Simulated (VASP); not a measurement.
## WC (NiAs type): single point with PBE

Crystal: WC (NiAs type).

```
W C
1.0
     2.91790    0.00000    0.00000
    -1.45895    2.52697    0.00000
     0.00000    0.00000    5.75178
W C
2 2
Direct
  0.00000 0.00000 0.00000
  0.00000 0.00000 0.50000
  0.33333 0.66667 0.25000
  0.66667 0.33333 0.75000
```

- Program: VASP 6.6.1
- Task: single point
- Functional: PBE
- Potentials or basis: VASP PAW PBE potentials, release 64 (W_sv, C_h)
- Cutoff: 1300 eV
- k mesh: 10 × 10 × 6
- Occupations: fermi-dirac, width 0.08 eV
- Spin: no spin polarisation
- Dipole correction: no
- Further INCAR settings: ALGO = Normal; EDIFF = 1e-06; NBANDS = 26

The pressure is 0.9 GPa and the band gap on the k mesh is zero (bands 18 and 19 overlap by 0.63 eV).

Levels at points of the mesh, in eV from the Fermi level:
| k point | band 15 | band 16 | band 17 | band 18 | band 19 | band 20 | band 21 | band 22 |
| --- | --- | --- | --- | --- | --- | --- | --- | --- |
| (0.00, 0.00, 0.00) | -0.92 | -0.84 | -0.84 | -0.11 | -0.11 | 0.96 | 0.96 | 2.99 |
| (0.50, 0.00, 0.00) | -3.85 | -2.44 | -1.91 | -0.37 | 2.03 | 3.75 | 4.18 | 4.67 |
| (0.00, 0.00, 0.50) | -2.90 | -2.90 | 0.41 | 0.41 | 0.71 | 0.71 | 0.71 | 0.71 |
| (0.50, 0.00, 0.50) | -3.06 | -3.06 | -1.86 | -1.86 | 3.94 | 3.94 | 4.10 | 4.10 |

Run time: 91 s on 1 thread of AMD EPYC 9R45 96-Core Processor (Zen 5) (shared host), peak memory 0.39 GiB.

Caveat: spin-orbit coupling is left out, which moves the levels of the heavy elements.
